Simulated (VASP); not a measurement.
# Ta8C8F (a cell with a defect) in VASP: single point with PBE

Aim: the single point of Ta8C8F (a cell with a defect) with PBE.

All numbers are computed with VASP 6.6.1; they aren't measurements. Logs are shortened: lines on timing, memory, paths and dates and some standing lists are left out, and cuts for length are marked.

## 1. The cell of the first run

The cell holds a defect, 17 atoms: a = 6.299 Å, b = 6.299 Å, c = 6.299 Å, α = 60.00°, β = 60.00°, γ = 60.00°.

## 2. Single point, PBE

INCAR

```
PREC = Accurate
ENCUT = 520
EDIFF = 1E-6
ISMEAR = -1
SIGMA = 0.1
LREAL = Auto
LASPH = T
NELM = 60
ALGO = Normal
ISIF = 2
LWAVE = F
LCHARG = F
GGA = PE
NBANDS = 78
```

KPOINTS

```
regular mesh
0
Gamma
  2 2 2
```

POSCAR

```
Ta8C8F
1.0
    0.0000000000      4.4540000000      4.4540000000
    4.4540000000      0.0000000000      4.4540000000
    4.4540000000      4.4540000000      0.0000000000
Ta C F
8 8 1
Direct
   -0.0016421005     -0.0023897307     -0.0005186798
   -0.0016396024     -0.0023931888      0.5046535962
   -0.0017156062      0.5028958541     -0.0005328136
    0.0285096802      0.4892602549      0.4911702734
    0.5035788013     -0.0023870096     -0.0005420108
    0.4900479923      0.0278064755      0.4911241578
    0.4899569297      0.4892694465      0.0297414934
    0.4899590448      0.4892672297      0.4911472149
    0.2485613828      0.2478479399      0.2497422838
    0.2485630942      0.2478501920      0.7539540224
    0.2485612345      0.7520798578      0.2497340668
    0.2171932919      0.7597075378      0.7616031903
    0.7527824390      0.2478566776      0.2497358174
    0.7604415326      0.2164991545      0.7615809718
    0.7604136854      0.7597118557      0.2184097022
    0.7604157194      0.7597089923      0.7615767035
    0.6245712811      0.6239380609      0.6258016104
```

Potentials or basis: VASP PAW PBE potentials, release 64 (Ta_pv, C, F).

Started as:

```bash
> cat potpaw_PBE.64/Ta_pv/POTCAR potpaw_PBE.64/C/POTCAR potpaw_PBE.64/F/POTCAR > POTCAR
> mpirun -np 1 vasp_std > vasp.out
```

OUTCAR:

```text
PREC = Accurate
   ENCUT = 520
   EDIFF = 1E-6
   ISMEAR = -1
   LREAL = Auto
   LASPH = T
   NELM = 60
   ISIF = 2
   GGA = PE

 ion  position               nearest neighbor table
   1  0.998  0.998  0.999-  12 2.12  14 2.12  15 2.12  10 2.23  11 2.23  13 2.23   3 3.12   5 3.12
                             2 3.12   7 3.15   6 3.15   4 3.15   4 3.15   6 3.15   7 3.15   2 3.18
   2  0.998  0.998  0.505-  12 2.12  14 2.12  16 2.12   9 2.23  11 2.23  13 2.23   3 3.12   5 3.12
                             1 3.12   8 3.15   6 3.15   4 3.15   4 3.15   6 3.15   8 3.15   1 3.18
   3  0.998  0.503  0.999-  12 2.12  15 2.12  16 2.12  13 2.23   9 2.23  10 2.23   5 3.12   1 3.12
                             2 3.12   4 3.15   7 3.15   8 3.15   4 3.15   8 3.15   7 3.15   2 3.18
   4  0.029  0.489  0.491-  17 2.08  10 2.15   9 2.15  11 2.15  14 2.41  16 2.41  15 2.41   7 2.91
                             8 2.91   6 2.91   1 3.15   2 3.15   3 3.15   3 3.15   2 3.15   1 3.15
   5  0.504  0.998  0.999-  14 2.12  16 2.12  15 2.12   9 2.23  10 2.23  11 2.23   3 3.12   1 3.12
                             2 3.12   8 3.15   7 3.15   6 3.15   6 3.15   7 3.15   8 3.15   2 3.18
   6  0.490  0.028  0.491-  17 2.08  13 2.15   9 2.15  10 2.15  15 2.41  16 2.41  12 2.41   7 2.91
                             8 2.91   4 2.91   1 3.15   2 3.15   5 3.15   5 3.15   2 3.15   1 3.15
   7  0.490  0.489  0.030-  17 2.08  11 2.15   9 2.15  13 2.15  16 2.41  12 2.41  14 2.41   8 2.91
                             6 2.91   4 2.91   1 3.15   5 3.15   3 3.15   3 3.15   5 3.15   1 3.15
   8  0.490  0.489  0.491-  17 2.08  11 2.15  10 2.15  13 2.15  12 2.41  15 2.41  14 2.41   7 2.91
                             6 2.91   4 2.91   2 3.15   5 3.15   3 3.15   3 3.15   5 3.15   2 3.15
   9  0.249  0.248  0.250-   7 2.15   4 2.15   6 2.15   2 2.23   5 2.23   3 2.23
  10  0.249  0.248  0.754-   8 2.15   4 2.15   6 2.15   1 2.23   5 2.23   3 2.23
  11  0.249  0.752  0.250-   7 2.15   8 2.15   4 2.15   2 2.23   1 2.23   5 2.23
  12  0.217  0.760  0.762-   3 2.12   1 2.12   2 2.12   8 2.41   7 2.41   6 2.41
  13  0.753  0.248  0.250-   6 2.15   7 2.15   8 2.15   2 2.23   1 2.23   3 2.23
  14  0.760  0.216  0.762-   5 2.12   1 2.12   2 2.12   4 2.41   8 2.41   7 2.41
  15  0.760  0.760  0.218-   3 2.12   5 2.12   1 2.12   6 2.41   4 2.41   8 2.41
  16  0.760  0.760  0.762-   3 2.12   5 2.12   2 2.12   6 2.41   4 2.41   7 2.41
  17  0.625  0.624  0.626-   6 2.08   8 2.08   4 2.08   7 2.08

  LATTYP: Found a face centered cubic cell.
 ALAT       =     8.9080000000

  Lattice vectors:

 A1 = (   0.0000000000,   4.4540000000,   4.4540000000)
 A2 = (   4.4540000000,   0.0000000000,   4.4540000000)
 A3 = (   4.4540000000,   4.4540000000,   0.0000000000)

Analysis of symmetry for initial positions (statically):
=====================================================================
 Subroutine PRICEL returns:
 Original cell was already a primitive cell.

 Routine SETGRP: Setting up the symmetry group for a
 face centered cubic supercell.

 Subroutine GETGRP returns: Found  1 space group operations
 (whereof  1 operations were pure point group operations)
 out of a pool of 48 trial point group operations.

The static configuration has the point symmetry C_1 .

Analysis of symmetry for dynamics (positions and initial velocities):
=====================================================================
 Subroutine PRICEL returns:
 Original cell was already a primitive cell.

 Routine SETGRP: Setting up the symmetry group for a
 face centered cubic supercell.

 Subroutine GETGRP returns: Found  1 space group operations
 (whereof  1 operations were pure point group operations)
 out of a pool of 48 trial point group operations.

The dynamic configuration has the point symmetry C_1 .

 Subroutine INISYM returns: Found  1 space group operations
 (whereof  1 operations are pure point group operations),
 and found     1 'primitive' translations

----------------------------------------------------------------------------------------

                                     Primitive cell

  volume of cell :     176.7179

  direct lattice vectors                    reciprocal lattice vectors
     0.000000000  4.454000000  4.454000000    -0.112258644  0.112258644  0.112258644
     4.454000000  0.000000000  4.454000000     0.112258644 -0.112258644  0.112258644
     4.454000000  4.454000000  0.000000000     0.112258644  0.112258644 -0.112258644

  length of vectors
     6.298907207  6.298907207  6.298907207     0.194437675  0.194437675  0.194437675

  position of ions in fractional coordinates (direct lattice)
     0.998357900  0.997610269  0.999481320
     0.998360398  0.997606811  0.504653596
     0.998284394  0.502895854  0.999467186
     0.028509680  0.489260255  0.491170273
     0.503578801  0.997612990  0.999457989
     0.490047992  0.027806476  0.491124158
[... 9 lines left out ...]
     0.760415719  0.759708992  0.761576703
[... 35 lines left out ...]
     0.056129322  0.056129322 -0.056129322     0.000000000  0.000000000  0.500000000

  Length of vectors
     0.097218837  0.097218837  0.097218837

  Shift w.r.t. Gamma in fractional coordinates (k-lattice)
     0.000000000  0.000000000  0.000000000

 Subroutine IBZKPT returns following result:
 ===========================================

 Found      8 irreducible k-points:

 Following reciprocal coordinates:
            Coordinates               Weight
  0.000000  0.000000  0.000000      1.000000
  0.500000  0.000000  0.000000      1.000000
  0.000000  0.500000  0.000000      1.000000
  0.000000  0.000000  0.500000      1.000000
  0.500000  0.500000  0.500000      1.000000
  0.500000  0.500000  0.000000      1.000000
  0.000000  0.500000  0.500000      1.000000
  0.500000  0.000000  0.500000      1.000000
   k-points           NKPTS =      8   k-points in BZ     NKDIM =      8   number of bands    NBANDS=     78
   number of dos      NEDOS =    301   number of ions     NIONS =     17
   total plane-waves  NPLWV = 110592
   dimension x,y,z NGX =    48 NGY =   48 NGZ =   48
   dimension x,y,z NGXF=    96 NGYF=   96 NGZF=   96
   ions per type =               8   8   1
   NGX,Y,Z   is equivalent  to a cutoff of  12.67, 12.67, 12.67 a.u.
   NGXF,Y,Z  is equivalent  to a cutoff of  25.34, 25.34, 25.34 a.u.
 SYSTEM =  unknown system
   PREC   = accura    normal or accurate (medium, high low for compatibility)
   ISTART =      0    job   : 0-new  1-cont  2-samecut
   ICHARG =      2    charge: 1-file 2-atom 10-const
   ISPIN  =      1    spin polarized calculation?
   LNONCOLLINEAR =      F non collinear calculations
   LSORBIT =      F    spin-orbit coupling
   LASPH  =      T    aspherical Exc in radial PAW
   ENCUT  =  520.0 eV  38.22 Ry    6.18 a.u.  11.71 11.71 11.71*2*pi/ulx,y,z
   NELM   =     60;   NELMIN=  2; NELMDL= -5     # of ELM steps
   EDIFF  = 0.1E-05   stopping-criterion for ELM
   LREAL  =      T    real-space projection
   EDIFFG = 0.1E-04   stopping-criterion for IOM
   NSW    =      0    number of steps for IOM
   IBRION =     -1    ionic relax: 0-MD 1-quasi-New 2-CG
   NFREE  =      0    steps in history (QN), initial steepest desc. (CG)
   ISIF   =      2    stress and relaxation
   ISYM   =      2    0-nonsym 1-usesym 2-fastsym
   POTIM  = 0.5000    time-step for ionic-motion
   TEBEG  =    0.0;   TEEND  =   0.0 temperature during run
   PSTRESS=    0.0 pullay stress
   NELECT =     127.0000    total number of electrons
   NUPDOWN=      -1.0000    fix difference up-down
   EMIN   =  10.00;   EMAX   =-10.00  energy-range for DOS
   EFERMI =   0.00;   METHOD = LEGACY
   ISMEAR =    -1;   SIGMA  =   0.10  broadening in eV -4-tet -1-fermi 0-gaus
   EFERMI_NEDOS =   21; number of points for ismear=-14 and -15
   IALGO  =     38    algorithm
   IMIX   =      4    mixing-type and parameters
     AMIX     =   0.40;   BMIX     =  1.00
     AMIX_MAG =   1.60;   BMIX_MAG =  1.00
  volume/ion in A,a.u.               =      10.40        70.15
  Fermi-wavevector in a.u.,A,eV,Ry     =   1.466389  2.771073 29.256563  2.150297
  Thomas-Fermi vector in A             =   2.582132
   LORBIT       =      0    0 simple, 1 ext, 2 COOP (PROOUT), +10 PAW based schemes
   GGA     = PE    functional components
   LHFCALC =     F    Hartree Fock is set to
   AEXX    =    0.0000 exact exchange contribution
   IVDW    =     0    specifies the selected vdW correction
   LEPSILON=     F    determine dielectric tensor
   LRPA    =     F    only Hartree local field effects (RPA)
 non-spin polarized calculation
  energy-cutoff  :      520.00
  volume of cell :      176.72
 maximum number of plane-waves:      4800
 NGX is ok and might be reduce to    48
   NGX = 23   NGY = 23   NGZ = 23

 number of electron     127.0000007 magnetization

 Free energy of the ion-electron system (eV)
  ---------------------------------------------------
  ext. energy  EPLUGINS =         0.00000000
  ---------------------------------------------------
  free energy    TOTEN  =      -174.57421581 eV

  energy without entropy =     -174.42930392  energy(sigma->0) =     -174.50175986

 E-fermi :   8.5938     XC(G=0): -13.3727

 val. band max:        8.4357735665   @ k =   0.0000   0.0000   0.5000
 cond. band min:       8.8449291773   @ k =   0.0000   0.0000   0.0000
 fundamental gap:      0.4091556109
 Fermi energy:         8.5937633743

 k-point     1 :       0.0000    0.0000    0.0000
  band No.  band energies     occupation
      1     -27.6513      2.00000
      2     -27.1394      2.00000
      3     -27.1394      2.00000
      4     -27.1393      2.00000
      5     -27.0113      2.00000
      6     -27.0112      2.00000
[... 613 lines left out ...]
     74      11.2936      0.00000
     75      11.3117      0.00000
 [bands above 75 left out]

------------------------ aborting loop because EDIFF is reached ----------------------------------------

  FORCE on cell =-STRESS in cart. coord.  units (eV):
  Direction    XX          YY          ZZ          XY          YZ          ZX
  --------------------------------------------------------------------------------------
  -------------------------------------------------------------------------------------
  Total       30.7794556     30.7772347     30.7804099      0.0026125     -0.0050150      0.0049168
  in kB      279.0556903    279.0355547    279.0643422      0.0236858     -0.0454673      0.0445773
  external PRESSURE =     279.0518624 kB  Pullay stress =       0.0000000 kB

 VOLUME and BASIS-vectors are now :
 -----------------------------------------------------------------------------
  energy-cutoff  :      520.00
  volume of cell :      176.72
      direct lattice vectors                 reciprocal lattice vectors
     0.000000000  4.454000000  4.454000000    -0.112258644  0.112258644  0.112258644
     4.454000000  0.000000000  4.454000000     0.112258644 -0.112258644  0.112258644
     4.454000000  4.454000000  0.000000000     0.112258644  0.112258644 -0.112258644

 POSITION                                       TOTAL-FORCE (eV/Angst)
 -----------------------------------------------------------------------------------
      8.89505      8.89838      8.89004         0.025905      0.025996      0.023818
      6.69107      6.69442      8.89004        -0.025466     -0.025769      0.023658
      6.69152      8.89799      6.68626        -0.031163      0.030914     -0.030281
      4.36684      2.31465      2.30615        -0.029738      0.029864      0.026884
      8.89495      6.69453      6.68631         0.027629     -0.027395     -0.028276
      2.31132      4.37014      2.30652         0.030616     -0.030242      0.026907
[... 9 lines left out ...]
      6.77581      6.77895      6.77064         0.012905      0.006410      0.019615
      5.56634      5.56916      5.56086        -0.003864      0.004627     -0.012159
 -----------------------------------------------------------------------------------
    total drift:                                0.007748     -0.009270      0.017096

  FREE ENERGIE OF THE ION-ELECTRON SYSTEM (eV)
  ---------------------------------------------------
  free  energy   TOTEN  =      -174.5742158068 eV

  energy  without entropy=     -174.4293039183  energy(sigma->0) =     -174.50175986
```

Wall time 3.8 min (1 thread of Intel Xeon 6975P-C (Granite Rapids), shared host); peak memory 0.36 GiB.

Results:

| Quantity | Value |
| --- | --- |
| Free energy | -174.5742 eV |
| Pressure | 27.9 GPa |
| Largest force | 0.053 eV/Å |

Forces in eV/Å, atoms in the order of the input:
```
Ta   0.026  0.026  0.024
Ta  -0.025 -0.026  0.024
Ta  -0.031  0.031 -0.030
Ta  -0.030  0.030  0.027
Ta   0.028 -0.027 -0.028
Ta   0.031 -0.030  0.027
Ta   0.026  0.028 -0.028
Ta  -0.028 -0.027 -0.029
C    0.024  0.024  0.026
C   -0.024 -0.025  0.026
C   -0.024  0.024 -0.026
C    0.010 -0.011 -0.007
C    0.027 -0.027 -0.024
C   -0.011  0.011 -0.007
C   -0.007 -0.012  0.019
C    0.013  0.006  0.020
F   -0.004  0.005 -0.012
```

Levels at points of the mesh, in eV from the Fermi level:
```csv
k point,band 62,band 63,band 64,band 65,band 66,band 67
"(0.00, 0.00, 0.00)",-0.46,-0.46,0.25,0.25,0.25,0.59
"(0.50, 0.00, 0.00)",-0.68,-0.53,-0.16,-0.16,0.44,0.44
"(0.00, 0.50, 0.00)",-0.68,-0.53,-0.16,-0.16,0.44,0.44
"(0.00, 0.00, 0.50)",-0.69,-0.53,-0.16,-0.16,0.44,0.44
"(0.50, 0.50, 0.50)",-0.69,-0.53,-0.16,-0.16,0.44,0.44
"(0.50, 0.50, 0.00)",-0.75,0.35,1.24,1.28,1.48,1.86
"(0.00, 0.50, 0.50)",-0.75,0.35,1.24,1.28,1.48,1.86
"(0.50, 0.00, 0.50)",-0.75,0.35,1.24,1.28,1.48,1.86
```

Caveat: the k points lie up to 0.61 Å⁻¹ apart; spin-orbit coupling is left out, which moves the levels of the heavy elements; an odd number of electrons without spin polarisation forces a metal; a magnetic or distorted state may lie lower.
